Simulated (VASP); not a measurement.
Here is a VASP 6.6.1 calculation.

File POSCAR:

```
Si
1.0
    3.8129688937      0.0000000000      0.0000000000
   -1.9064844468      3.3021279258      0.0000000000
    0.0000000000      0.0000000000      6.3095108027
Si
4
Direct
    0.3333333333      0.6666666667      0.0005929126
    0.6666666667      0.3333333333      0.5005929126
    0.3333333333      0.6666666667      0.3744070874
    0.6666666667      0.3333333333      0.8744070874
```

File INCAR.step1:

```
PREC     = Accurate       # precision mode
ENCUT    = 520            # plane-wave cutoff, eV
ISMEAR   = 0              # smearing method
SIGMA    = 0.01           # smearing width, eV
LREAL    = False          # projectors in reciprocal space
LASPH    = True           # aspherical terms in the spheres
NELM     = 60             # most SCF steps
NBANDS   = 16             # bands
GGA      = PE             # functional
ALGO     = Normal         # electronic algorithm
EDIFF    = 1E-4           # SCF threshold, eV
LWAVE    = True           # write WAVECAR
LCHARG   = False          # write CHGCAR
```

The input INCAR.step2:

```
PREC     = Accurate       # precision mode
ENCUT    = 520            # plane-wave cutoff, eV
EDIFF    = 1E-6           # SCF threshold, eV
ISMEAR   = 0              # smearing method
SIGMA    = 0.01           # smearing width, eV
LREAL    = False          # projectors in reciprocal space
LASPH    = True           # aspherical terms in the spheres
NELM     = 60             # most SCF steps
ALGO     = Normal         # electronic algorithm
ISIF     = 2              # what is computed and relaxed
LWAVE    = False          # write WAVECAR
LCHARG   = True           # write CHGCAR
METAGGA  = R2SCAN         # meta-GGA
LMIXTAU  = True         
LELF     = True           # ELF
LVHAR    = True         
NBANDS   = 16             # bands
ISTART   = 1
```

File KPOINTS:

```
Automatic mesh
0
Gamma
  12 12 4
```

Potentials or basis: VASP PAW PBE potentials, release 64 (Si).

The run is started by

```bash
$ cat potpaw_PBE.64/Si/POTCAR > POTCAR
$ cp INCAR.step1 INCAR
$ mpirun -np 1 vasp_std > vasp.out
$ cp INCAR.step2 INCAR
$ mpirun -np 1 vasp_std > vasp.out
```

(1) What does it give for the band gap on the k mesh?

(2) What does it give for the pressure?

## Answers

(1) 0.59 eV, indirect (least direct gap 1.42 eV).

(2) 1.3 GPa.

Caveat: the cell differs from its parent crystal (strain -0.5%); the PAW data sets were made with another functional, which shifts forces and pressure a little.
